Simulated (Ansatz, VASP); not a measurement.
This is a calculation of Te for Ansatz 0.2.0.

File input.yaml:

```yaml
crystal:
  lattice:
    - [4.44693, 0.0, 0.0]
    - [-2.223465, 3.8511543489, 0.0]
    - [0.0, 0.0, 5.91492]
  atoms:
    - { symbol: Te, position: [0.731, 0.731, 0.5] }
    - { symbol: Te, position: [0.0, 0.269, 0.8333333333] }
    - { symbol: Te, position: [0.269, 0.0, 0.1666666667] }
kpoints:
  mp_grid: { grid: [4, 4, 3] }
scf:
  occupations: { method: fermi_dirac, width: 0.02 }
hamiltonian:
  xc: pbe
  pseudopotentials: { kind: all_electron, lapw: { basis_error: 0.003 } }
output:
  forces: true
  stress: true
  eigenvalues: true
```

Potentials or basis: all-electron LAPW, scalar-relativistic.

The run is started by

```bash
$ ansatz run input.yaml --threads 2 --pin off --max-ram 5120MiB --backend cpu --events-out ev --progress --plain --runs-dir out
```

Q: Translate it to VASP 6.6.1. Potentials there: VASP PAW PBE potentials, release 64 (Te).

A: As run (the cutoff follows the program's own potentials):

INCAR

```
SYSTEM = Te
PREC = Accurate
ENCUT = 500
EDIFF = 1E-6
ISMEAR = -1
SIGMA = 0.02
LREAL = .FALSE.
LASPH = .TRUE.
NELM = 120
ALGO = Normal
ISIF = 2
LWAVE = .FALSE.
LCHARG = .FALSE.
GGA = PE
NBANDS = 16
GGA_COMPAT = .FALSE.
```

KPOINTS

```
regular mesh
0
G
  4 4 3
  0 0 0
```

File POSCAR:

```
Te
1.0
    4.4469300000      0.0000000000      0.0000000000
   -2.2234650000      3.8511543489      0.0000000000
    0.0000000000      0.0000000000      5.9149200000
Te
3
Direct
    0.7310000000      0.7310000000      0.5000000000
    0.0000000000      0.2690000000      0.8333333333
    0.2690000000      0.0000000000      0.1666666667
```

Potentials or basis: VASP PAW PBE potentials, release 64 (Te).

Run with:

```bash
$ cat potpaw_PBE.64/Te/POTCAR > POTCAR
$ mpirun -np 1 vasp_std > vasp.out
```

Both were run:

|  | VASP | Ansatz | Ansatz less VASP |
| --- | --- | --- | --- |
| gap on the k mesh at the Fermi level (eV) | 0.79 | 0.80 | +0.010 |
| least direct gap on the mesh (eV) | 1.00 | 1.02 | +0.013 |
| pressure (GPa) | 1.8 | 1.8 | 0.00 |
| traceless stress, the component that is largest in VASP (GPa) | 0.11 | 0.09 | -0.015 |
| rms of the force components (eV/Å) | 0.101 | 0.091 | -0.0100 |

Atom by atom the forces differ by 0.010 eV/Å (rms over components). Ansatz ran all-electron here, and VASP with PAW potentials.

Spin-orbit coupling is off throughout.
